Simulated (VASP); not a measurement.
# Ag (Fm-3m) in VASP: notebook

Ag is run at these levels: r2SCAN; tasks: single point, relaxation of cell and atoms.

All numbers are computed with VASP 6.6.1; they aren't measurements. Logs are shortened: lines on timing, memory, paths and dates and some standing lists are left out, and cuts for length are marked.

## 1. The cell of the first run

It takes space group Fm-3m (No. 225, cubic). Conventional cell: a = 4.104 Å, b = 4.104 Å, c = 4.104 Å, α = 90.00°, β = 90.00°, γ = 90.00°. Ag (site symmetry m-3m) has 12 Ag at 2.90 Å within 3.8 Å.

## 2. Single point, r2SCAN

Input file POSCAR:

```
Ag
1.0
    0.0000000000      2.0520933044      2.0520933044
    2.0520933044      0.0000000000      2.0520933044
    2.0520933044      2.0520933044      0.0000000000
Ag
1
Direct
    0.0000000000      0.0000000000      0.0000000000
```

Input file INCAR.step1:

```
PREC = Accurate
ENCUT = 520
ISMEAR = 0
SIGMA = 0.1
LREAL = False
LASPH = True
NELM = 80
NBANDS = 12
GGA = PE
ALGO = Normal
EDIFF = 1E-4
LWAVE = True
LCHARG = False
```

Input file INCAR.step2:

```
PREC = Accurate
ENCUT = 520
EDIFF = 1E-6
ISMEAR = 0
SIGMA = 0.1
LREAL = False
LASPH = True
NELM = 80
ALGO = Normal
ISIF = 2
LWAVE = False
LCHARG = False
METAGGA = R2SCAN
LMIXTAU = True
NBANDS = 12
ISTART = 1
```

Input file KPOINTS:

```
Automatic mesh
0
Gamma
  18 18 18
```

Potentials or basis: VASP PAW PBE potentials, release 64 (Ag).

The run is started by

```bash
$ cat potpaw_PBE.64/Ag/POTCAR > POTCAR
$ cp INCAR.step1 INCAR
$ mpirun -np 1 vasp_std > vasp.out
$ cp INCAR.step2 INCAR
$ mpirun -np 1 vasp_std > vasp.out
```

OUTCAR:

```text
PREC = Accurate
   ENCUT = 520
   EDIFF = 1E-6
   ISMEAR = 0
   LREAL = False
   LASPH = True
   NELM = 80
   ISIF = 2
   METAGGA = R2SCAN
   ISTART = 1

 ion  position               nearest neighbor table
   1  0.000  0.000  0.000-

  LATTYP: Found a face centered cubic cell.
 ALAT       =     4.1041866088

  Lattice vectors:

 A1 = (   0.0000000000,   2.0520933044,   2.0520933044)
 A2 = (   2.0520933044,   0.0000000000,   2.0520933044)
 A3 = (   2.0520933044,   2.0520933044,   0.0000000000)

Analysis of symmetry for initial positions (statically):
=====================================================================
 Subroutine PRICEL returns:
 Original cell was already a primitive cell.

 Routine SETGRP: Setting up the symmetry group for a
 face centered cubic supercell.

 Subroutine GETGRP returns: Found 48 space group operations
 (whereof 48 operations were pure point group operations)
 out of a pool of 48 trial point group operations.

The static configuration has the point symmetry O_h .

Analysis of symmetry for dynamics (positions and initial velocities):
=====================================================================
 Subroutine PRICEL returns:
 Original cell was already a primitive cell.

 Routine SETGRP: Setting up the symmetry group for a
 face centered cubic supercell.

 Subroutine GETGRP returns: Found 48 space group operations
 (whereof 48 operations were pure point group operations)
 out of a pool of 48 trial point group operations.

The dynamic configuration has the point symmetry O_h .

 Subroutine INISYM returns: Found 48 space group operations
 (whereof 48 operations are pure point group operations),
 and found     1 'primitive' translations

----------------------------------------------------------------------------------------

                                     Primitive cell

  volume of cell :      17.2831

  direct lattice vectors                    reciprocal lattice vectors
     0.000000000  2.052093304  2.052093304    -0.243653638  0.243653638  0.243653638
     2.052093304  0.000000000  2.052093304     0.243653638 -0.243653638  0.243653638
     2.052093304  2.052093304  0.000000000     0.243653638  0.243653638 -0.243653638

  length of vectors
     2.902098182  2.902098182  2.902098182     0.422020481  0.422020481  0.422020481

  position of ions in fractional coordinates (direct lattice)
     0.000000000  0.000000000  0.000000000

  ion indices of the primitive-cell ions
   primitive index   ion index
                 1           1

----------------------------------------------------------------------------------------

 KPOINTS: Automatic mesh

Automatic generation of k-mesh.
 Grid dimensions read from file:
 generate k-points for:   18   18   18

 Generating k-lattice:

  Cartesian coordinates                     Fractional coordinates (reciprocal lattice)
    -0.013536313  0.013536313  0.013536313     0.055555556  0.000000000  0.000000000
     0.013536313 -0.013536313  0.013536313     0.000000000  0.055555556  0.000000000
     0.013536313  0.013536313 -0.013536313     0.000000000  0.000000000  0.055555556

  Length of vectors
     0.023445582  0.023445582  0.023445582

  Shift w.r.t. Gamma in fractional coordinates (k-lattice)
     0.000000000  0.000000000  0.000000000

 Subroutine IBZKPT returns following result:
 ===========================================

 Found    195 irreducible k-points:

 Following reciprocal coordinates:
            Coordinates               Weight
  0.000000  0.000000  0.000000      1.000000
  0.055556  0.000000  0.000000      8.000000
  0.111111  0.000000  0.000000      8.000000
  0.166667  0.000000  0.000000      8.000000
  0.222222  0.000000  0.000000      8.000000
  0.277778  0.000000  0.000000      8.000000
[... 16 lines left out ...]
 -0.277778  0.055556  0.000000     24.000000
 -0.222222  0.055556  0.000000     24.000000
 [... further k-points ...]
   k-points           NKPTS =    195   k-points in BZ     NKDIM =    195   number of bands    NBANDS=     12
   number of dos      NEDOS =    301   number of ions     NIONS =      1
   total plane-waves  NPLWV =  13824
   dimension x,y,z NGX =    24 NGY =   24 NGZ =   24
   dimension x,y,z NGXF=    48 NGYF=   48 NGZF=   48
   ions per type =               1
   NGX,Y,Z   is equivalent  to a cutoff of  13.75, 13.75, 13.75 a.u.
   NGXF,Y,Z  is equivalent  to a cutoff of  27.50, 27.50, 27.50 a.u.
 SYSTEM =  unknown system
   PREC   = accura    normal or accurate (medium, high low for compatibility)
   ISTART =      1    job   : 0-new  1-cont  2-samecut
   ICHARG =      0    charge: 1-file 2-atom 10-const
   ISPIN  =      1    spin polarized calculation?
   LNONCOLLINEAR =      F non collinear calculations
   LSORBIT =      F    spin-orbit coupling
   LASPH  =      T    aspherical Exc in radial PAW
   ENCUT  =  520.0 eV  38.22 Ry    6.18 a.u.   5.40  5.40  5.40*2*pi/ulx,y,z
   NELM   =     80;   NELMIN=  2; NELMDL=  0     # of ELM steps
   EDIFF  = 0.1E-05   stopping-criterion for ELM
   LREAL  =      F    real-space projection
   EDIFFG = 0.1E-04   stopping-criterion for IOM
   NSW    =      0    number of steps for IOM
   IBRION =     -1    ionic relax: 0-MD 1-quasi-New 2-CG
   NFREE  =      0    steps in history (QN), initial steepest desc. (CG)
   ISIF   =      2    stress and relaxation
   ISYM   =      2    0-nonsym 1-usesym 2-fastsym
   POTIM  = 0.5000    time-step for ionic-motion
   TEBEG  =    0.0;   TEEND  =   0.0 temperature during run
   PSTRESS=    0.0 pullay stress
   NELECT =      11.0000    total number of electrons
   NUPDOWN=      -1.0000    fix difference up-down
   EMIN   =  10.00;   EMAX   =-10.00  energy-range for DOS
   EFERMI =   0.00;   METHOD = LEGACY
   ISMEAR =     0;   SIGMA  =   0.10  broadening in eV -4-tet -1-fermi 0-gaus
   EFERMI_NEDOS =   21; number of points for ismear=-14 and -15
   IALGO  =     38    algorithm
   IMIX   =      4    mixing-type and parameters
     AMIX     =   0.40;   BMIX     =  1.00
     AMIX_MAG =   1.60;   BMIX_MAG =  1.00
  volume/ion in A,a.u.               =      17.28       116.63
  Fermi-wavevector in a.u.,A,eV,Ry     =   1.408203  2.661118 26.980842  1.983036
  Thomas-Fermi vector in A             =   2.530385
   LORBIT       =      0    0 simple, 1 ext, 2 COOP (PROOUT), +10 PAW based schemes
   METAGGA = R2SCAN    functional components
   LHFCALC =     F    Hartree Fock is set to
   AEXX    =    0.0000 exact exchange contribution
   IVDW    =     0    specifies the selected vdW correction
   LEPSILON=     F    determine dielectric tensor
   LRPA    =     F    only Hartree local field effects (RPA)
 non-spin polarized calculation
 Gauss-broadening in eV      SIGMA  =   0.10
  energy-cutoff  :      520.00
  volume of cell :       17.28
 maximum number of plane-waves:       483
 NGX is ok and might be reduce to    24
   NGX = 11   NGY = 11   NGZ = 11

 number of electron      10.9999999 magnetization

 Free energy of the ion-electron system (eV)
  ---------------------------------------------------
  ext. energy  EPLUGINS =         0.00000000
  ---------------------------------------------------
  free energy    TOTEN  =       -21.36076226 eV

  energy without entropy =      -21.35975017  energy(sigma->0) =      -21.36025622

 E-fermi :   8.2125     XC(G=0): -12.8750

 val. band max:        8.1797468910   @ k =   0.5000   0.1667   0.0556
 cond. band min:       8.3343709966   @ k =   0.5000   0.3333   0.1111
 fundamental gap:      0.1546241056
 Fermi energy:         8.2125459720

 k-point     1 :       0.0000    0.0000    0.0000
  band No.  band energies     occupation
      1       0.3886      2.00000
      2       3.1553      2.00000
      3       3.1553      2.00000
      4       3.1553      2.00000
      5       4.1751      2.00000
      6       4.1751      2.00000
      7      24.8655      0.00000
      8      28.5095      0.00000
      9      28.5095      0.00000
     10      28.5095      0.00000
     11      33.4339      0.00000
     12      34.3978      0.00000

 k-point     2 :       0.0556    0.0000    0.0000
  band No.  band energies     occupation
      1       0.4874      2.00000
      2       3.1332      2.00000
      3       3.1823      2.00000
      4       3.1823      2.00000
      5       4.1648      2.00000
      6       4.1648      2.00000
      7      24.8766      0.00000
      8      27.6299      0.00000
      9      28.5412      0.00000
     10      28.5412      0.00000
     11      33.4898      0.00000
     12      34.3045      0.00000

 k-point     3 :       0.1111    0.0000    0.0000
  band No.  band energies     occupation
      1       0.7720      2.00000
      2       3.0837      2.00000
      3       3.2525      2.00000
      4       3.2525      2.00000
      5       4.1448      2.00000
      6       4.1448      2.00000
      7      24.5654      0.00000
      8      26.2036      0.00000
      9      28.6146      0.00000
     10      28.6146      0.00000
     11      32.6433      0.00000
     12      33.9592      0.00000
[... 286 lines left out ...]
 k-point    23 :      -0.2778    0.0556    0.0000
  band No.  band energies     occupation
      1       1.8427      2.00000
      2       3.2864      2.00000
      3       3.3447      2.00000
      4       3.9033      2.00000
      5       4.3252      2.00000
      6       4.8863      2.00000
      7      17.9154      0.00000
      8      24.7200      0.00000
      9      26.9044      0.00000
     10      29.3555      0.00000
     11      31.2049      0.00000
     12      31.3643      0.00000

 k-point    24 :      -0.2222    0.0556    0.0000
  band No.  band energies     occupation
      1       1.7577      2.00000
      2       3.2142      2.00000
      3       3.3972      2.00000
      4       3.4493      2.00000
      5       4.1331      2.00000
      6       4.5131      2.00000
      7      20.1285      0.00000
      8      25.0255      0.00000
      9      27.4572      0.00000
     10      30.0399      0.00000
     11      30.7182      0.00000
     12      31.6924      0.00000

 [... further k-points ...]
[... 5 lines left out ...]
  --------------------------------------------------------------------------------------
  -------------------------------------------------------------------------------------
  Total        0.0115544      0.0115544      0.0115544      0.0000000     -0.0000000     -0.0000000
  in kB        1.0711144      1.0711144      1.0711144      0.0000000     -0.0000000     -0.0000000
  external PRESSURE =       1.0711144 kB  Pullay stress =       0.0000000 kB

 VOLUME and BASIS-vectors are now :
 -----------------------------------------------------------------------------
  energy-cutoff  :      520.00
  volume of cell :       17.28
      direct lattice vectors                 reciprocal lattice vectors
     0.000000000  2.052093304  2.052093304    -0.243653638  0.243653638  0.243653638
     2.052093304  0.000000000  2.052093304     0.243653638 -0.243653638  0.243653638
     2.052093304  2.052093304  0.000000000     0.243653638  0.243653638 -0.243653638

 POSITION                                       TOTAL-FORCE (eV/Angst)
 -----------------------------------------------------------------------------------
      0.00000      0.00000      0.00000        -0.000000      0.000000     -0.000000
 -----------------------------------------------------------------------------------
    total drift:                                0.000000      0.000000      0.000000

  FREE ENERGIE OF THE ION-ELECTRON SYSTEM (eV)
  ---------------------------------------------------
  free  energy   TOTEN  =       -21.3607622645 eV

  energy  without entropy=      -21.3597501734  energy(sigma->0) =      -21.36025622
```

Run time: 39 s. Hardware: 1 thread of Intel Xeon 6975P-C (Granite Rapids), shared host; peak memory 0.17 GiB.

Results:

- Free energy: -21.3608 eV
- Pressure: 0.1 GPa

Levels at points of the mesh, in eV from the Fermi level:
| k point | band 4 | band 5 | band 6 | band 7 | band 8 | band 9 |
| --- | --- | --- | --- | --- | --- | --- |
| (0.00, 0.00, 0.00) | -5.06 | -4.04 | -4.04 | 16.65 | 20.30 | 20.30 |
| (0.50, 0.00, 0.00) | -3.24 | -3.24 | -0.26 | 3.66 | 15.89 | 18.50 |
| (0.50, 0.50, 0.00) | -3.03 | -3.03 | 1.77 | 6.90 | 11.10 | 11.10 |

Caveat: the PAW data sets were made with another functional, which shifts forces and pressure a little.

(Continued in part 2 of 2.)
